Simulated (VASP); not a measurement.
ZnS, 4 atoms in the cell. Symmetry: P6_3mc, No. 186, hexagonal system. The conventional cell has a = 3.831 Å, b = 3.831 Å, c = 6.290 Å, α = 90.00°, β = 90.00°, γ = 120.00°. Within 3.1 Å of Zn (site symmetry 3m) lie 4 S at 2.32 to 2.43 Å. S (site symmetry 3m) has 4 Zn at 2.32 to 2.43 Å within 3.1 Å. 

* Program: VASP 6.6.1
* Task: single point
* Functional: PBEsol
* Potentials or basis: VASP PAW PBE potentials, release 64 (Zn, S)
* Cutoff: 520 eV
* k mesh: 9 × 9 × 6
* Occupations: gaussian, width 0.05 eV
* Spin: no spin polarisation
* Dipole correction: no
* Further INCAR settings: ALGO = Normal; EDIFF = 1e-06; NBANDS = 26

Potentials or basis: VASP PAW PBE potentials, release 64 (Zn, S).

Command:

```sh
$ cat potpaw_PBE.64/Zn/POTCAR potpaw_PBE.64/S/POTCAR > POTCAR
$ mpirun -np 1 vasp_std > vasp.out
```

Hardware: 1 thread of Intel(R) Xeon(R) Platinum 8259CL CPU @ 2.50GHz (Skylake/Cascade Lake), with other jobs on the host.

Q: Estimate the wall time of this run.

A: It took 70 s on 1 thread of Intel(R) Xeon(R) Platinum 8259CL CPU @ 2.50GHz (Skylake/Cascade Lake), with other jobs on the host, peak memory 0.23 GiB. Counts: scf iterations 14, k points 48.
